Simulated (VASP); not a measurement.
# AlN in VASP: notebook

Aim: see how the results for AlN move with the level of theory and the settings. Levels: PBE-based screened hybrid with 50 % exact exchange, PBE, revPBE. Tasks: single point.

Everything below comes from runs of VASP 6.6.1. Logs are shortened: lines on timing, memory, paths and dates and some standing lists are left out, and cuts for length are marked.

## 1. The cell of the first run

The structure is hexagonal, space group P6_3mc (No. 186). Conventional cell: a = 3.113 Å, b = 3.113 Å, c = 4.981 Å, α = 90.00°, β = 90.00°, γ = 120.00°. Al (site symmetry 3m) has 4 N at 1.89 Å within 2.5 Å. N (site symmetry 3m) has 4 Al at 1.89 Å within 2.5 Å.

## 2. Single point, PBE-based screened hybrid with 50 % exact exchange

Input file POSCAR:

```
AlN
1.0
    3.1130000000      0.0000000000      0.0000000000
   -1.5565000000      2.6959370820      0.0000000000
    0.0000000000      0.0000000000      4.9810000000
Al N
2 2
Direct
    0.6666666667      0.3333333333      0.5000000000
    0.3333333333      0.6666666667      0.0000000000
    0.6666666667      0.3333333333      0.8800000000
    0.3333333333      0.6666666667      0.3800000000
```

Input file INCAR.step1:

```
SYSTEM = AlN
PREC     = Accurate       ! precision mode
ENCUT    = 520            ! plane-wave cutoff, eV
EDIFF    = 1E-5           ! SCF threshold, eV
ISMEAR   = -1             ! smearing method
SIGMA    = 0.05           ! smearing width, eV
LREAL    = .False.        ! projectors in reciprocal space
LASPH    = .True.         ! aspherical terms in the spheres
NELM     = 60             ! most SCF steps
ALGO     = Normal         ! electronic algorithm
ISIF     = 2              ! what is computed and relaxed
LWAVE    = .True.         ! write WAVECAR
LCHARG   = .False.        ! write CHGCAR
GGA      = PE             ! functional
NBANDS   = 16             ! bands
```

Input file INCAR.step2:

```
SYSTEM = AlN
PREC     = Accurate       ! precision mode
ENCUT    = 520            ! plane-wave cutoff, eV
EDIFF    = 1E-6           ! SCF threshold, eV
ISMEAR   = -1             ! smearing method
SIGMA    = 0.05           ! smearing width, eV
LREAL    = .False.        ! projectors in reciprocal space
LASPH    = .True.         ! aspherical terms in the spheres
NELM     = 60             ! most SCF steps
ALGO     = Normal         ! electronic algorithm
ISIF     = 2              ! what is computed and relaxed
LWAVE    = .False.        ! write WAVECAR
LCHARG   = .False.        ! write CHGCAR
GGA      = PE             ! functional
LHFCALC  = .True.         ! exact exchange
AEXX     = 0.5            ! exact-exchange fraction
HFSCREEN = 0.2078699      ! screening, 1/A
PRECFOCK = Normal       
ISTART   = 1            
NBANDS   = 16             ! bands
```

Input file KPOINTS:

```
regular mesh
0
Gamma
  6 6 3
  0 0 0
```

Potentials or basis: VASP PAW PBE potentials, release 64 (Al, N).

Command:

```sh
$ cat potpaw_PBE.64/Al/POTCAR potpaw_PBE.64/N/POTCAR > POTCAR
$ cp INCAR.step1 INCAR
$ mpirun -np 1 vasp_std > vasp.out
$ cp INCAR.step2 INCAR
$ mpirun -np 1 vasp_std > vasp.out
```

OUTCAR:

```text
SYSTEM = AlN
   PREC = Accurate
   ENCUT = 520
   EDIFF = 1E-6
   ISMEAR = -1
   LREAL = .False.
   LASPH = .True.
   NELM = 60
   ISIF = 2
   GGA = PE
   LHFCALC = .True.
   AEXX = 0.5
   HFSCREEN = 0.2078699
   PRECFOCK = Normal
   ISTART = 1

 ion  position               nearest neighbor table
   1  0.667  0.333  0.500-   3 1.89   4 1.89   4 1.89   4 1.89   2 3.07   2 3.07   2 3.07   2 3.07
                             2 3.07   2 3.07
   2  0.333  0.667  0.000-   4 1.89   3 1.89   3 1.89   3 1.89   1 3.07   1 3.07   1 3.07   1 3.07
                             1 3.07   1 3.07
   3  0.667  0.333  0.880-   1 1.89   2 1.89   2 1.89   2 1.89
   4  0.333  0.667  0.380-   2 1.89   1 1.89   1 1.89   1 1.89

  LATTYP: Found a hexagonal cell.
 ALAT       =     3.1130000000
 C/A-ratio  =     1.6000642467

  Lattice vectors:

 A1 = (   3.1130000000,   0.0000000000,   0.0000000000)
 A2 = (  -1.5565000000,   2.6959370820,   0.0000000000)
 A3 = (   0.0000000000,   0.0000000000,   4.9810000000)

Analysis of symmetry for initial positions (statically):
=====================================================================
 Subroutine PRICEL returns:
 Original cell was already a primitive cell.

 Routine SETGRP: Setting up the symmetry group for a
 hexagonal supercell.

 Subroutine GETGRP returns: Found 12 space group operations
 (whereof  6 operations were pure point group operations)
 out of a pool of 24 trial point group operations.

The static configuration has the point symmetry C_3v.
 The point group associated with its full space group is C_6v.

Analysis of symmetry for dynamics (positions and initial velocities):
=====================================================================
 Subroutine PRICEL returns:
 Original cell was already a primitive cell.

 Routine SETGRP: Setting up the symmetry group for a
 hexagonal supercell.

 Subroutine GETGRP returns: Found 12 space group operations
 (whereof  6 operations were pure point group operations)
 out of a pool of 24 trial point group operations.

The dynamic configuration has the point symmetry C_3v.
 The point group associated with its full space group is C_6v.

 Subroutine INISYM returns: Found 12 space group operations
 (whereof  6 operations are pure point group operations),
 and found     1 'primitive' translations

----------------------------------------------------------------------------------------

                                     Primitive cell

  volume of cell :      41.8028

  direct lattice vectors                    reciprocal lattice vectors
     3.113000000  0.000000000  0.000000000     0.321233537  0.185464269  0.000000000
    -1.556500000  2.695937082  0.000000000     0.000000000  0.370928538  0.000000000
     0.000000000  0.000000000  4.981000000     0.000000000  0.000000000  0.200762899

  length of vectors
     3.113000000  3.113000000  4.981000000     0.370928538  0.370928538  0.200762899

  position of ions in fractional coordinates (direct lattice)
     0.666666667  0.333333333  0.500000000
     0.333333333  0.666666667  0.000000000
     0.666666667  0.333333333  0.880000000
     0.333333333  0.666666667  0.380000000

  ion indices of the primitive-cell ions
   primitive index   ion index
                 1           1
                 2           2
                 3           3
                 4           4

----------------------------------------------------------------------------------------

 KPOINTS: regular mesh

Automatic generation of k-mesh.
 Grid dimensions read from file:
 generate k-points for:    6    6    3

 Generating k-lattice:

  Cartesian coordinates                     Fractional coordinates (reciprocal lattice)
     0.053538923  0.030910711  0.000000000     0.166666667  0.000000000  0.000000000
     0.000000000  0.061821423  0.000000000     0.000000000  0.166666667  0.000000000
     0.000000000  0.000000000  0.066920966     0.000000000  0.000000000  0.333333333

  Length of vectors
     0.061821423  0.061821423  0.066920966

[... 44 lines left out ...]
 non-spin polarized calculation
  energy-cutoff  :      520.00
  volume of cell :       41.80
 maximum number of plane-waves:      1152
 NGX is ok and might be reduce to    24
  NGX = 18; NGY = 18; NGZ = 28

 number of electron      15.9999997 magnetization

 Free energy of the ion-electron system (eV)
  ---------------------------------------------------
  ext. energy  EPLUGINS =         0.00000000
  ---------------------------------------------------
  free energy    TOTEN  =       -40.27019259 eV

  energy without entropy =      -40.27019259  energy(sigma->0) =      -40.27019259

 E-fermi :   5.3338     XC(G=0):  -7.0882

 val. band max:        4.2470836661   @ k =   0.0000   0.0000   0.0000
 cond. band min:      11.2254059959   @ k =   0.0000   0.0000   0.0000
 fundamental gap:      6.9783223297
 Fermi energy:         5.3337831245

 k-point     1 :       0.0000    0.0000    0.0000
  band No.  band energies     occupation
      1     -13.9121      2.00000
      2     -11.4785      2.00000
      3      -2.7182      2.00000
      4       3.2477      2.00000
      5       3.2477      2.00000
      6       4.0452      2.00000
[... 8 lines left out ...]
     15      20.9322      0.00000
     16      20.9322      0.00000

 k-point     2 :       0.1667    0.0000    0.0000
  band No.  band energies     occupation
      1     -13.5162      2.00000
      2     -11.2649      2.00000
      3      -2.2268      2.00000
      4       1.6421      2.00000
      5       2.6057      2.00000
      6       2.7880      2.00000
[... 8 lines left out ...]
     15      20.2079      0.00000
     16      20.4772      0.00000

 k-point     3 :       0.3333    0.0000    0.0000
  band No.  band energies     occupation
      1     -12.4987      2.00000
      2     -10.8878      2.00000
      3      -0.9761      2.00000
      4      -0.8574      2.00000
      5       0.4212      2.00000
      6       2.0852      2.00000
[... 8 lines left out ...]
     15      20.0104      0.00000
     16      22.5067      0.00000
[... 172 lines left out ...]
 k-point    13 :       0.3333    0.1667    0.3333
  band No.  band energies     occupation
      1     -11.5227      2.00000
      2     -11.0476      2.00000
      3      -1.8507      2.00000
      4      -1.3160      2.00000
      5       0.8070      2.00000
      6       1.7402      2.00000
[... 8 lines left out ...]
     15      20.8465      0.00000
     16      22.3823      0.00000

 k-point    14 :       0.3333    0.3333    0.3333
  band No.  band energies     occupation
      1     -11.0433      2.00000
      2     -11.0433      2.00000
      3      -1.1771      2.00000
      4      -1.1771      2.00000
      5      -0.7549      2.00000
      6       0.5413      2.00000
[... 8 lines left out ...]
     15      20.9703      0.00000
     16      23.0299      0.00000

------------------------ aborting loop because EDIFF is reached ----------------------------------------

  FORCE on cell =-STRESS in cart. coord.  units (eV):
  Direction    XX          YY          ZZ          XY          YZ          ZX
  --------------------------------------------------------------------------------------
  -------------------------------------------------------------------------------------
  Total       -1.9306153     -1.9306153     -1.4963578      0.0000000     -0.0000000      0.0000000
  in kB      -73.9947491    -73.9947491    -57.3509520      0.0000000     -0.0000000      0.0000000
  external PRESSURE =     -68.4468167 kB  Pullay stress =       0.0000000 kB

 VOLUME and BASIS-vectors are now :
 -----------------------------------------------------------------------------
  energy-cutoff  :      520.00
  volume of cell :       41.80
      direct lattice vectors                 reciprocal lattice vectors
     3.113000000  0.000000000  0.000000000     0.321233537  0.185464269  0.000000000
    -1.556500000  2.695937082  0.000000000     0.000000000  0.370928538  0.000000000
     0.000000000  0.000000000  4.981000000     0.000000000  0.000000000  0.200762899

 POSITION                                       TOTAL-FORCE (eV/Angst)
 -----------------------------------------------------------------------------------
      1.55650      0.89865      2.49050        -0.000000      0.000000     -0.122063
     -0.00000      1.79729      0.00000         0.000000     -0.000000     -0.122063
      1.55650      0.89865      4.38328         0.000000     -0.000000      0.122063
     -0.00000      1.79729      1.89278        -0.000000      0.000000      0.122063
 -----------------------------------------------------------------------------------
    total drift:                               -0.000000     -0.000000      0.000106

  FREE ENERGIE OF THE ION-ELECTRON SYSTEM (eV)
  ---------------------------------------------------
  free  energy   TOTEN  =       -40.2701925895 eV

  energy  without entropy=      -40.2701925895  energy(sigma->0) =      -40.27019259
```

Wall time 11 min (1 thread of AMD EPYC 7R13 (Zen 3), shared host); peak memory 0.23 GiB.

Results:

```
Free energy            : -40.2702 eV
Pressure               : -6.8 GPa
Largest force          : 0.122 eV/Å
Band gap on the k mesh : 6.98 eV
```

Forces on the atoms (eV/Å):
```
Al   0.000  0.000 -0.122
Al   0.000  0.000 -0.122
N    0.000  0.000  0.122
N    0.000  0.000  0.122
```

Levels at points of the mesh, in eV from the valence-band top:
```tsv
k point	band 6	band 7	band 8	band 9	band 10	band 11
(0.00, 0.00, 0.00)	-0.20	-0.20	0.00	6.98	9.60	14.32
(0.50, 0.00, 0.00)	-2.46	-2.00	-0.79	8.57	8.59	11.28
```

Caveat: the k points lie up to 0.42 Å⁻¹ apart; the PAW data sets were made with another functional, which shifts forces and pressure a little.

(Continued in part 2 of 2.)
